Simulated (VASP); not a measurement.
Runs of VASP 6.6.1 on MgRuO. The structure is that of space group P4/mmm (No. 123), or close to it. The cells are those of the table. The cell was generated, and may not be a known phase.

| task | cell | k mesh | cutoff (eV) | gap on the mesh (eV) | pressure (GPa) | moment (μB) |
| --- | --- | --- | --- | --- | --- | --- |
| single point | a = 3.081, b = 3.081, c = 4.060 Å, 3 atoms | 6 × 6 × 4 | 520 | none | -0.2 | 0.43 |
| single point | a = 3.113, b = 3.113, c = 3.995 Å, 3 atoms | 4 × 4 × 6 | 520 | none | -0.2 | 0.71 |
| relaxation of cell and atoms | relaxed from a = 3.113, b = 3.113, c = 3.995 Å, 3 atoms | 6 × 6 × 4 | 600 | none | 0.0 | 0.43 |
| single point | a = 5.361, b = 5.361, c = 2.920 Å, 3 atoms | 4 × 4 × 6 | 520 | none | 30.8 | (a) |

Alike in all rows: level PBE; potentials or basis VASP PAW PBE potentials, release 64 (Mg, Ru_pv, O); spin collinear, ferromagnetic start; smearing gaussian 0.1 eV.

Fill in the values left out.

(a) 3.18.

Caveats: some runs use coarse meshes; a moment this small can come from the mesh or the smearing (at least some runs); the stress differs along the axes, from -3 to 97 GPa (at least some runs).

A k mesh can miss the band edges, and the runs leave out spin-orbit coupling on Ru.

A gap of «none» marks levels without a gap at the run's occupations.
